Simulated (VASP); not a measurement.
# Nb in VASP: further runs

Aim: see how the results for Nb move with the level of theory and the settings. Levels: PBEsol, PBE. Tasks: single point.

Program: VASP 6.6.1. These are calculated values, not measurements. Logs are shortened: lines on timing, memory, paths and dates and some standing lists are left out, and cuts for length are marked.

## 1. The cell of the first run

Symmetry: I4/mmm, No. 139, tetragonal system. Conventional cell: a = 2.871 Å, b = 2.871 Å, c = 4.230 Å, α = 90.00°, β = 90.00°, γ = 90.00°. Nb (site symmetry 4/mmm) has 12 Nb at 2.87 to 2.93 Å within 3.8 Å.

## 2. Single point, PBEsol

INCAR reads:

```
PREC     = Accurate       # precision mode
ENCUT    = 500            # plane-wave cutoff, eV
EDIFF    = 1E-6           # SCF threshold, eV
ISMEAR   = -1             # smearing method
SIGMA    = 0.05           # smearing width, eV
LREAL    = F              # projectors in reciprocal space
LASPH    = T              # aspherical terms in the spheres
NELM     = 120            # most SCF steps
ALGO     = Normal         # electronic algorithm
ISIF     = 2              # what is computed and relaxed
LWAVE    = F              # write WAVECAR
LCHARG   = T              # write CHGCAR
GGA      = PS             # functional
LELF     = T              # ELF
LVHAR    = T            
NBANDS   = 12             # bands
GGA_COMPAT= F
```

KPOINTS reads:

```
Automatic mesh
0
Gamma
  11 11 11
```

POSCAR reads:

```
Nb
1.0
    0.0000000000      2.0304000000      2.1150000000
    2.0304000000      0.0000000000      2.1150000000
    2.0304000000      2.0304000000      0.0000000000
Nb
1
Direct
    0.0000000000      0.0000000000      0.0000000000
```

Potentials or basis: VASP PAW PBE potentials, release 64 (Nb_sv).

The run is started by

```sh
$ cat potpaw_PBE.64/Nb_sv/POTCAR > POTCAR
$ mpirun -np 1 vasp_std > vasp.out
```

OUTCAR:

```text
PREC = Accurate
   ENCUT = 500
   EDIFF = 1E-6
   ISMEAR = -1
   LREAL = F
   LASPH = T
   NELM = 120
   ISIF = 2
   GGA = PS

 ion  position               nearest neighbor table
   1  0.000  0.000  0.000-

  LATTYP: Found a body centered tetragonal cell.
 ALAT       =     2.8714192170
 C/A-ratio  =     1.4731391275

  Lattice vectors:

 A1 = (  -2.0304000000,   0.0000000000,   2.1150000000)
 A2 = (   2.0304000000,   0.0000000000,   2.1150000000)
 A3 = (   0.0000000000,   2.0304000000,  -2.1150000000)

Analysis of symmetry for initial positions (statically):
=====================================================================
 Subroutine PRICEL returns:
 Original cell was already a primitive cell.

 Routine SETGRP: Setting up the symmetry group for a
 body centered tetragonal supercell.

 Subroutine GETGRP returns: Found 16 space group operations
 (whereof 16 operations were pure point group operations)
 out of a pool of 16 trial point group operations.

The static configuration has the point symmetry D_4h.

Analysis of symmetry for dynamics (positions and initial velocities):
=====================================================================
 Subroutine PRICEL returns:
 Original cell was already a primitive cell.

 Routine SETGRP: Setting up the symmetry group for a
 body centered tetragonal supercell.

 Subroutine GETGRP returns: Found 16 space group operations
 (whereof 16 operations were pure point group operations)
 out of a pool of 16 trial point group operations.

The dynamic configuration has the point symmetry D_4h.

 Subroutine INISYM returns: Found 16 space group operations
 (whereof 16 operations are pure point group operations),
 and found     1 'primitive' translations

----------------------------------------------------------------------------------------

                                     Primitive cell

  volume of cell :      17.4383

  direct lattice vectors                    reciprocal lattice vectors
     0.000000000  2.030400000  2.115000000    -0.246256895  0.246256895  0.236406619
     2.030400000  0.000000000  2.115000000     0.246256895 -0.246256895  0.236406619
     2.030400000  2.030400000  0.000000000     0.246256895  0.246256895 -0.236406619

  length of vectors
     2.931850808  2.931850808  2.871419217     0.420919240  0.420919240  0.420919240

  position of ions in fractional coordinates (direct lattice)
     0.000000000  0.000000000  0.000000000

  ion indices of the primitive-cell ions
   primitive index   ion index
                 1           1

----------------------------------------------------------------------------------------

 KPOINTS: Automatic mesh

Automatic generation of k-mesh.
 Grid dimensions read from file:
 generate k-points for:   11   11   11

 Generating k-lattice:

  Cartesian coordinates                     Fractional coordinates (reciprocal lattice)
    -0.022386990  0.022386990  0.021491511     0.090909091  0.000000000  0.000000000
     0.022386990 -0.022386990  0.021491511     0.000000000  0.090909091  0.000000000
     0.022386990  0.022386990 -0.021491511    -0.000000000 -0.000000000  0.090909091

  Length of vectors
     0.038265385  0.038265385  0.038265385

  Shift w.r.t. Gamma in fractional coordinates (k-lattice)
     0.000000000  0.000000000  0.000000000

 Subroutine IBZKPT returns following result:
 ===========================================

 Found    126 irreducible k-points:

 Following reciprocal coordinates:
            Coordinates               Weight
  0.000000  0.000000  0.000000      1.000000
  0.090909 -0.000000  0.000000      8.000000
  0.181818 -0.000000  0.000000      8.000000
  0.272727  0.000000  0.000000      8.000000
  0.363636 -0.000000  0.000000      8.000000
  0.454545 -0.000000  0.000000      8.000000
[... 16 lines left out ...]
 -0.272727  0.181818  0.000000      8.000000
 -0.181818  0.181818  0.000000      4.000000
 [... further k-points ...]
   k-points           NKPTS =    126   k-points in BZ     NKDIM =    126   number of bands    NBANDS=     12
   number of dos      NEDOS =    301   number of ions     NIONS =      1
   total plane-waves  NPLWV =  13824
   dimension x,y,z NGX =    24 NGY =   24 NGZ =   24
   dimension x,y,z NGXF=    48 NGYF=   48 NGZF=   48
   ions per type =               1
   NGX,Y,Z   is equivalent  to a cutoff of  13.61, 13.61, 13.90 a.u.
   NGXF,Y,Z  is equivalent  to a cutoff of  27.22, 27.22, 27.79 a.u.
 SYSTEM =  unknown system
   PREC   = accura    normal or accurate (medium, high low for compatibility)
   ISTART =      0    job   : 0-new  1-cont  2-samecut
   ICHARG =      2    charge: 1-file 2-atom 10-const
   ISPIN  =      1    spin polarized calculation?
   LNONCOLLINEAR =      F non collinear calculations
   LSORBIT =      F    spin-orbit coupling
   LASPH  =      T    aspherical Exc in radial PAW
   ENCUT  =  500.0 eV  36.75 Ry    6.06 a.u.   5.35  5.35  5.24*2*pi/ulx,y,z
   NELM   =    120;   NELMIN=  2; NELMDL= -5     # of ELM steps
   EDIFF  = 0.1E-05   stopping-criterion for ELM
   LREAL  =      F    real-space projection
   EDIFFG = 0.1E-04   stopping-criterion for IOM
   NSW    =      0    number of steps for IOM
   IBRION =     -1    ionic relax: 0-MD 1-quasi-New 2-CG
   NFREE  =      0    steps in history (QN), initial steepest desc. (CG)
   ISIF   =      2    stress and relaxation
   ISYM   =      2    0-nonsym 1-usesym 2-fastsym
   POTIM  = 0.5000    time-step for ionic-motion
   TEBEG  =    0.0;   TEEND  =   0.0 temperature during run
   PSTRESS=    0.0 pullay stress
   NELECT =      13.0000    total number of electrons
   NUPDOWN=      -1.0000    fix difference up-down
   EMIN   =  10.00;   EMAX   =-10.00  energy-range for DOS
   EFERMI =   0.00;   METHOD = LEGACY
   ISMEAR =    -1;   SIGMA  =   0.05  broadening in eV -4-tet -1-fermi 0-gaus
   EFERMI_NEDOS =   21; number of points for ismear=-14 and -15
   IALGO  =     38    algorithm
   IMIX   =      4    mixing-type and parameters
     AMIX     =   0.40;   BMIX     =  1.00
     AMIX_MAG =   1.60;   BMIX_MAG =  1.00
  volume/ion in A,a.u.               =      17.44       117.68
  Fermi-wavevector in a.u.,A,eV,Ry     =   1.484413  2.805134 29.980193  2.203482
  Thomas-Fermi vector in A             =   2.597953
   LORBIT       =      0    0 simple, 1 ext, 2 COOP (PROOUT), +10 PAW based schemes
   GGA     = PS    functional components
   LHFCALC =     F    Hartree Fock is set to
   AEXX    =    0.0000 exact exchange contribution
   IVDW    =     0    specifies the selected vdW correction
   LEPSILON=     F    determine dielectric tensor
   LRPA    =     F    only Hartree local field effects (RPA)
 non-spin polarized calculation
  energy-cutoff  :      500.00
  volume of cell :       17.44
 maximum number of plane-waves:       456
 NGX is ok and might be reduce to    24
   NGX = 11   NGY = 11   NGZ = 11

 number of electron      13.0000000 magnetization

 Free energy of the ion-electron system (eV)
  ---------------------------------------------------
  ext. energy  EPLUGINS =         0.00000000
  ---------------------------------------------------
  free energy    TOTEN  =       -10.62026077 eV

  energy without entropy =      -10.60884672  energy(sigma->0) =      -10.61455374

 E-fermi :  11.8931     XC(G=0): -12.7980

 val. band max:       11.8880719362   @ k =  -0.2727   0.0000   0.0909
 cond. band min:      11.8999158112   @ k =  -0.4545   0.0000   0.0909
 fundamental gap:      0.0118438749
 Fermi energy:        11.8931391278

 k-point     1 :       0.0000    0.0000    0.0000
  band No.  band energies     occupation
      1     -42.7254      2.00000
      2     -17.9890      2.00000
      3     -17.9716      2.00000
      4     -17.9716      2.00000
      5       5.4664      2.00000
      6      11.6043      1.99382
      7      12.1225      0.02016
      8      12.1225      0.02016
      9      14.4306      0.00000
     10      15.1647      0.00000
     11      23.8099      0.00000
     12      28.0163      0.00000

 k-point     2 :       0.0909   -0.0000    0.0000
  band No.  band energies     occupation
      1     -42.7049      2.00000
      2     -18.1070      2.00000
      3     -18.0023      2.00000
      4     -17.9839      2.00000
      5       5.7983      2.00000
      6      11.5716      1.99678
      7      12.0433      0.09465
      8      12.2748      0.00097
      9      14.3271      0.00000
     10      14.9992      0.00000
     11      24.4743      0.00000
     12      27.5971      0.00000

 k-point     3 :       0.1818   -0.0000    0.0000
  band No.  band energies     occupation
      1     -42.6496      2.00000
      2     -18.4457      2.00000
      3     -18.0531      2.00000
      4     -18.0168      2.00000
      5       6.6547      2.00000
      6      11.2120      2.00000
      7      12.1493      0.01185
      8      12.5707      0.00000
      9      14.3296      0.00000
     10      14.7778      0.00000
     11      25.3219      0.00000
     12      26.7655      0.00000
[... 286 lines left out ...]
 k-point    23 :      -0.2727    0.1818    0.0000
  band No.  band energies     occupation
      1     -42.4864      2.00000
      2     -19.1270      2.00000
      3     -18.4666      2.00000
      4     -18.0943      2.00000
      5       8.9257      2.00000
      6      10.7071      2.00000
      7      11.1662      2.00000
      8      13.0511      0.00000
      9      14.5948      0.00000
     10      18.2154      0.00000
     11      24.6543      0.00000
     12      27.4192      0.00000

 k-point    24 :      -0.1818    0.1818    0.0000
  band No.  band energies     occupation
      1     -42.5478      2.00000
      2     -18.8868      2.00000
      3     -18.3264      2.00000
      4     -18.0406      2.00000
      5       8.2704      2.00000
      6      10.4254      2.00000
      7      11.7674      1.85042
      8      13.4667      0.00000
      9      13.5515      0.00000
     10      16.6575      0.00000
     11      25.3820      0.00000
     12      28.2928      0.00000

 [... further k-points ...]

------------------------ aborting loop because EDIFF is reached ----------------------------------------

  FORCE on cell =-STRESS in cart. coord.  units (eV):
  Direction    XX          YY          ZZ          XY          YZ          ZX
  --------------------------------------------------------------------------------------
  -------------------------------------------------------------------------------------
  Total        0.2656330      0.2656330      1.4738214      0.0000000      0.0000000      0.0000000
  in kB       24.4055717     24.4055717    135.4103539      0.0000000      0.0000000      0.0000000
  external PRESSURE =      61.4071658 kB  Pullay stress =       0.0000000 kB

 VOLUME and BASIS-vectors are now :
 -----------------------------------------------------------------------------
  energy-cutoff  :      500.00
  volume of cell :       17.44
      direct lattice vectors                 reciprocal lattice vectors
     0.000000000  2.030400000  2.115000000    -0.246256895  0.246256895  0.236406619
     2.030400000  0.000000000  2.115000000     0.246256895 -0.246256895  0.236406619
     2.030400000  2.030400000  0.000000000     0.246256895  0.246256895 -0.236406619

 POSITION                                       TOTAL-FORCE (eV/Angst)
 -----------------------------------------------------------------------------------
      0.00000      0.00000      0.00000         0.000000      0.000000      0.000000
 -----------------------------------------------------------------------------------
    total drift:                               -0.000000      0.000000      0.000000

  FREE ENERGIE OF THE ION-ELECTRON SYSTEM (eV)
  ---------------------------------------------------
  free  energy   TOTEN  =       -10.6202607682 eV

  energy  without entropy=      -10.6088467218  energy(sigma->0) =      -10.61455374
```

Run time: 21 s. Hardware: 1 thread of Intel Xeon 8259CL, shared host; peak memory 0.15 GiB.

Results:

| Quantity | Value |
| --- | --- |
| Free energy | -10.6203 eV |
| Pressure | 6.1 GPa |
| Band gap on the k mesh | zero (an odd number of electrons rules out a gap without spin polarisation) |

Stress tensor (GPa, compression positive):
```
 2.44  0.00  0.00
 0.00  2.44  0.00
 0.00  0.00 13.54
```

Caveat: the stress differs along the axes, from 2 to 14 GPa; the PAW data sets were made with another functional, which shifts forces and pressure a little.

(Part 1 of 3 ends here.)

The gap in the log of VASP goes by the Fermi energy; the results here count the filled bands.